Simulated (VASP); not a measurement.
Runs of VASP 6.6.1 on Ca3Mg. The structure is that of space group Pm-3m (No. 221), or close to it. The cells are those of the table. 

| task | cell | cutoff (eV) | gap on the mesh (eV) | pressure (GPa) |
| --- | --- | --- | --- | --- |
| relaxation of cell and atoms | relaxed to 8 GPa from a = 5.289 Å, 4 atoms | 600 | none | 8.1 |
| single point | a = 4.788 Å, 4 atoms | 520 | none | 5.9 |
| single point | a = 5.102 Å, 4 atoms | 520 | none | -0.1 |
| relaxation of cell and atoms | relaxed to 6 GPa from a = 5.289 Å, 4 atoms | 600 | none | 5.9 |
| relaxation of cell and atoms | relaxed from a = 5.289 Å, 4 atoms | 600 | none | 0.0 |
| relaxation of cell and atoms | relaxed to 2 GPa from a = 5.289 Å, 4 atoms | 600 | none | 2.0 |
| single point | a = 4.872 Å, 4 atoms | 520 | none | 3.9 |
| relaxation of cell and atoms | relaxed to 4 GPa from a = 5.289 Å, 4 atoms | 600 | none | 4.0 |
| single point | a = 4.972 Å, 4 atoms | 520 | none | (a) |
| single point | a = 4.717 Å, 4 atoms | 520 | none | 7.9 |

Alike in all rows: level LDA; potentials or basis VASP PAW LDA potentials, release 64 (Ca_sv, Mg); no spin polarisation; k mesh 5 × 5 × 5; smearing fermi-dirac 0.1 eV.

Question: Fill in the values left out.

Answer: (a) 1.9.

Caveats: the cell is relaxed towards a set pressure, so the run minimises the enthalpy, not the energy (at least some runs); the cell stands under pressure (at least some runs).

A gap of «none» marks levels without a gap at the run's occupations.
